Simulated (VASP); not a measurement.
Write the native input for VASP 6.6.1 that does the following.

```yaml
Task: single point
Functional: LDA
Potentials_or_basis: VASP PAW LDA potentials, release 64 (Ba_sv, F)
Cutoff: 520 eV
k_mesh: 8 × 8 × 8
Occupations: fermi-dirac, width 0.01 eV
Spin: no spin polarisation
Dipole_correction: no
k_mesh_for_the_DOS: 12 × 12 × 12
Occupations_for_the_DOS: tetrahedron
Further_INCAR_settings: ALGO = Normal; EDIFF = 1e-06; NBANDS = 19
```

The system is BaF2.

```
Ba F
1.0
     0.00000    3.10005    3.10005
     3.10005    0.00000    3.10005
     3.10005    3.10005    0.00000
Ba F
1 2
Direct
  0.00000 0.00000 0.00000
  0.25000 0.25000 0.25000
  0.75000 0.75000 0.75000
```

These files were run (other wordings do the same):

POSCAR

```
BaF2
1.0
    0.0000000000      3.1000500000      3.1000500000
    3.1000500000      0.0000000000      3.1000500000
    3.1000500000      3.1000500000      0.0000000000
Ba F
1 2
Direct
    0.0000000000      0.0000000000      0.0000000000
    0.2500000000      0.2500000000      0.2500000000
    0.7500000000      0.7500000000      0.7500000000
```

INCAR.step1

```
PREC = Accurate
ENCUT = 520
EDIFF = 1E-6
ISMEAR = -1
SIGMA = 0.01
LREAL = False
LASPH = True
NELM = 120
ALGO = Normal
ISIF = 2
LWAVE = False
LCHARG = True
GGA = CA
NBANDS = 19
GGA_COMPAT = False
NEDOS = 2001
LORBIT = 11
```

KPOINTS.step1

```
Automatic mesh
0
Gamma
  8 8 8
```

INCAR.step2

```
PREC = Accurate
ENCUT = 520
EDIFF = 1E-6
ISMEAR = -5
SIGMA = 0.01
LREAL = False
LASPH = True
NELM = 120
ALGO = Normal
ISIF = 2
LWAVE = False
LCHARG = False
GGA = CA
LORBIT = 11
NBANDS = 19
NEDOS = 1001
ICHARG = 11
GGA_COMPAT = False
```

KPOINTS.step2

```
Automatic mesh
0
Gamma
  12 12 12
```

Potentials or basis: VASP PAW LDA potentials, release 64 (Ba_sv, F).

Command:

```bash
$ cat potpaw_LDA.64/Ba_sv/POTCAR potpaw_LDA.64/F/POTCAR > POTCAR
$ cp INCAR.step1 INCAR
$ cp KPOINTS.step1 KPOINTS
$ mpirun -np 1 vasp_std > vasp.out
$ cp INCAR.step2 INCAR
$ cp KPOINTS.step2 KPOINTS
$ mpirun -np 1 vasp_std > vasp.out
```

Results of the run:

| Property | Result |
| --- | --- |
| Valence electrons inside the program's atomic spheres | Ba 7.86; F 6.06 |

Wall time 59 s on 1 thread of Intel(R) Xeon(R) Platinum 8259CL CPU @ 2.50GHz (Skylake/Cascade Lake), with other jobs on the host, peak memory 0.21 GiB.
